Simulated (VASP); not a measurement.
Wanted: the native input for a VASP 6.6.1 run.

| Item | Value |
| --- | --- |
| Task | single point |
| Functional | PBE |
| Potentials or basis | VASP PAW PBE potentials, release 64 (Pb_d, S) |
| Cutoff | 520 eV |
| k mesh | 8 × 8 × 6 |
| Occupations | gaussian, width 0.02 eV |
| Spin | no spin polarisation |
| Dipole correction | no |
| Further INCAR settings | ALGO = Normal; EDIFF = 1e-06; NBANDS = 28 |

The structure of PbS lies in POSCAR:

```
PbS
1.0
    2.1199937110     -6.6682784541      0.0000000000
    2.1199937110      6.6682784541      0.0000000000
    0.0000000000      0.0000000000      4.2872439634
Pb S
2 2
Direct
    0.8563808325      0.1436191675      0.7500000000
    0.1436191675      0.8563808325      0.2500000000
    0.6539539846      0.3460460154      0.7500000000
    0.3460460154      0.6539539846      0.2500000000
```

The input as run:

INCAR

```
PREC = Accurate
ENCUT = 520
EDIFF = 1E-6
ISMEAR = 0
SIGMA = 0.02
LREAL = False
LASPH = True
NELM = 80
ALGO = Normal
ISIF = 2
LWAVE = False
LCHARG = True
GGA = PE
LELF = True
LVHAR = True
NBANDS = 28
```

KPOINTS

```
regular mesh
0
Gamma
  8 8 6
```

Potentials or basis: VASP PAW PBE potentials, release 64 (Pb_d, S).

Launch:

```bash
$ cat potpaw_PBE.64/Pb_d/POTCAR potpaw_PBE.64/S/POTCAR > POTCAR
$ mpirun -np 1 vasp_std > vasp.out
```

Results of the run:

| Item | Value |
| --- | --- |
| Pressure | -0.6 GPa |
| Largest force | 0.006 eV/Å |
| Band gap on the k mesh | 1.34 eV (least direct gap 1.65 eV) |

Caveat: spin-orbit coupling is left out, which moves the levels of the heavy elements.

Run time: 9.4 min on 1 thread of Intel Xeon 8259CL (shared host), peak memory 0.44 GiB.
